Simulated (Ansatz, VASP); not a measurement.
## Sn5As3: VASP beside Ansatz

```
Sn As
1.0
     5.86000    0.00000    0.00000
     0.00000    5.86000    0.00000
     0.00000    0.00000    5.86000
Sn As
5 3
Direct
  0.00000 0.00000 0.00000
  0.50000 0.00000 0.00000
  0.50000 0.50000 0.50000
  0.00000 0.50000 0.00000
  0.00000 0.00000 0.50000
  0.50000 0.00000 0.50000
  0.50000 0.50000 0.00000
  0.00000 0.50000 0.50000
```

Alike in both runs: task relaxation of cell and atoms; functional PBE; k mesh 3 × 3 × 3; occupations gaussian, width 0.2 eV; no spin polarisation.

|  | VASP | Ansatz |
| --- | --- | --- |
| version | VASP 6.6.1 | Ansatz 0.2.0 |
| potentials or method | VASP PAW PBE potentials, release 64 (Sn_d, As), cutoff 600 eV | scalar-relativistic, plane waves, PAW |
| valence electrons in the cell | 85 | 115 |

```tsv
	VASP	Ansatz	Ansatz less VASP
gap on the k mesh at the Fermi level, each at its own relaxed structure (eV)	none	none	-
relaxed volume (Å³/atom)	25.99	26.02	+0.033
relaxed length of the cell vector where the two differ most in proportion (Å)	5.924	5.927	+0.0025
```

A gap of «none» marks a metal or a gap that the smearing closes. VASP's potentials hold 85 valence electrons a cell and Ansatz's 115, so a difference there can come from the potentials and not from the codes.
